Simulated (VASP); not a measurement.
Wanted: the native input for a VASP 6.6.1 run.

```
Task                   : single point
Functional             : LDA
Potentials or basis    : VASP PAW LDA potentials, release 64 (Si, C)
Cutoff                 : 520 eV
k mesh                 : 12 × 12 × 6
Occupations            : gaussian, width 0.05 eV
Spin                   : no spin polarisation
Dipole correction      : no
Further INCAR settings : ALGO = Normal; EDIFF = 1e-07; NBANDS = 16
```

The structure of SiC lies in POSCAR:

```
SiC
1.0
    2.9329512359      0.0000000000      0.0000000000
   -1.4664756180      2.5400102783      0.0000000000
    0.0000000000      0.0000000000      5.0106538914
Si C
2 2
Direct
    0.3333333333      0.6666666667      0.0074057784
    0.6666666667      0.3333333333      0.5074057784
    0.3333333333      0.6666666667      0.3775942216
    0.6666666667      0.3333333333      0.8775942216
```

This cell differs from its parent crystal: volume 9.332 Å^3 an atom, c/a of the conventional cell 1.7084.

One way to write it, as run:

INCAR

```
  PREC = Accurate
  ENCUT = 520
  EDIFF = 1E-7
  ISMEAR = 0
  SIGMA = 0.05
  LREAL = False
  LASPH = True
  NELM = 100
  ALGO = Normal
  ISIF = 2
  LWAVE = False
  LCHARG = False
  GGA = CA
  NBANDS = 16
```

KPOINTS

```
Automatic mesh
0
Gamma
  12 12 6
```

Potentials or basis: VASP PAW LDA potentials, release 64 (Si, C).

Launch:

```console
$ cat potpaw_LDA.64/Si/POTCAR potpaw_LDA.64/C/POTCAR > POTCAR
$ mpirun -np 1 vasp_std > vasp.out
```

Results of the run:

```
Pressure               : 23.2 GPa
Band gap on the k mesh : 1.57 eV, indirect (least direct gap 4.37 eV)
```

It took 97 s on 1 thread of AMD EPYC 7R13, on a shared host, peak memory 0.13 GiB.
